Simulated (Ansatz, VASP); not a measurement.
One calculation of Pb, two programs

```
Pb
1.0
     3.48000    0.00000    0.00000
    -1.74000    3.01377    0.00000
     0.00000    0.00000    5.59000
Pb
2
Direct
  0.67832 0.35185 0.74640
  0.34252 0.68720 0.25624
```

Change from the starting cell: atoms moved at random, drawn with an rms of 0.05 Å.

Alike in both runs: task single point; functional PBE; k mesh 9 × 9 × 5; occupations fermi-dirac, width 0.05 eV; no spin polarisation.

|  | VASP | Ansatz |
| --- | --- | --- |
| version | VASP 6.6.1 | Ansatz 0.2.0 |
| potentials or method | VASP PAW PBE potentials, release 64 (Pb_d), cutoff 520 eV | all-electron LAPW, scalar-relativistic |

VASP gave:

| Item | Value |
| --- | --- |
| gap on the k mesh at the Fermi level (eV) | none |
| pressure (GPa) | 4.1 |
| traceless stress, the component that is largest in VASP (GPa) | 2.59 |
| rms of the force components (eV/Å) | 0.055 |

Task: Estimate Ansatz's values.

Result: gap on the k mesh at the Fermi level (eV): none; pressure (GPa): 4.2; traceless stress, the component that is largest in VASP (GPa): 2.61; rms of the force components (eV/Å): 0.055.

Atom by atom the forces differ by 0.000 eV/Å (rms over components). A gap of «none» marks a metal or a gap that the smearing closes. Ansatz ran all-electron here, and VASP with PAW potentials.

Neither program's run includes spin-orbit coupling.
